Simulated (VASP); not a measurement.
Fe2O3, 10 atoms in the cell. Symmetry: Pn-3m, No. 224, cubic system. The conventional cell has a = 4.525 Å, b = 4.525 Å, c = 4.525 Å, α = 90.00°, β = 90.00°, γ = 90.00°. Within 2.6 Å of Fe (site symmetry -3m) lie 6 O at 1.96 Å. O (site symmetry -42m) has 4 Fe at 1.96 Å and 4 O at 2.26 Å within 2.6 Å. 

```yaml
Program: VASP 6.6.1
Task: single point
Functional: PBE
Potentials_or_basis: VASP PAW PBE potentials, release 64 (Fe, O)
Cutoff: 520 eV
k_mesh: 12 × 12 × 12
Occupations: fermi-dirac, width 0.0612256 eV
Spin: no spin polarisation
Dipole_correction: no
Further_INCAR_settings: ALGO = Normal; EDIFF = 1e-06; NBANDS = 45
```

Potentials or basis: VASP PAW PBE potentials, release 64 (Fe, O).

The run is started by

```sh
$ cat potpaw_PBE.64/Fe/POTCAR potpaw_PBE.64/O/POTCAR > POTCAR
$ mpirun -np 1 vasp_std > vasp.out
```

Hardware: 1 thread of AMD EPYC 9R45 96-Core Processor (Zen 5) (shared host).

Q: How long does it take, and how much memory?

A: Wall time 4 min on 1 thread of AMD EPYC 9R45 96-Core Processor (Zen 5) (shared host), peak memory 0.34 GiB. Counts: scf iterations 16, k points 84.
